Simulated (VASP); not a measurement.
## TiAl2: single point with PBEsol

System: TiAl2, a slab with vacuum.

```
Al Ti
1.0
     3.90067    0.00000    0.00000
     0.00000    3.97242    0.00000
     0.00000    0.00000   25.16970
Al Ti
8 4
Direct
  0.50000 0.00000 0.29798
  0.00000 0.50000 0.29798
  0.50000 0.50000 0.38077
  0.00000 0.50000 0.45461
  0.00000 0.00000 0.53740
  0.50000 0.50000 0.53740
  0.00000 0.50000 0.62020
  0.50000 0.50000 0.69403
  0.00000 0.00000 0.37278
  0.50000 0.00000 0.46260
  0.50000 0.00000 0.61221
  0.00000 0.00000 0.70202
```

```json
{"Program": "VASP 6.6.1", "Task": "single point", "Functional": "PBEsol", "Potentials or basis": "VASP PAW PBE potentials, release 64 (Al, Ti_sv)", "Cutoff": "520 eV", "k mesh": "9 × 9 × 1", "Occupations": "methfessel-paxton, width 0.2 eV", "Spin": "no spin polarisation", "Dipole correction": "yes", "Further INCAR settings": "ALGO = Normal; EDIFF = 1e-06; NBANDS = 48"}
```

The largest force is 0.793 eV/Å. The band gap on the k mesh is zero (bands 36 and 37 overlap by 0.80 eV).

Forces on the atoms (eV/Å):
```
Al   0.000  0.000 -0.163
Al   0.000  0.000 -0.169
Al   0.000  0.000 -0.128
Al   0.000  0.000 -0.025
Al   0.000  0.000 -0.043
Al   0.000  0.000 -0.082
Al   0.000  0.000  0.328
Al   0.000  0.000  0.249
Ti   0.000  0.000  0.379
Ti   0.000  0.000 -0.042
Ti   0.000  0.000  0.490
Ti   0.000  0.000 -0.793
```

Levels at points of the mesh, in eV from the Fermi level:
| k point | band 34 | band 35 | band 36 | band 37 | band 38 | band 39 |
| --- | --- | --- | --- | --- | --- | --- |
| (0.00, 0.00, 0.00) | -0.62 | -0.51 | -0.42 | 0.31 | 0.35 | 0.39 |

Run time: 23 min on 1 thread of Intel(R) Xeon(R) Platinum 8259CL CPU @ 2.50GHz (Skylake/Cascade Lake), on a shared host, peak memory 0.64 GiB.

Caveat: the PAW data sets were made with another functional, which shifts forces and pressure a little.
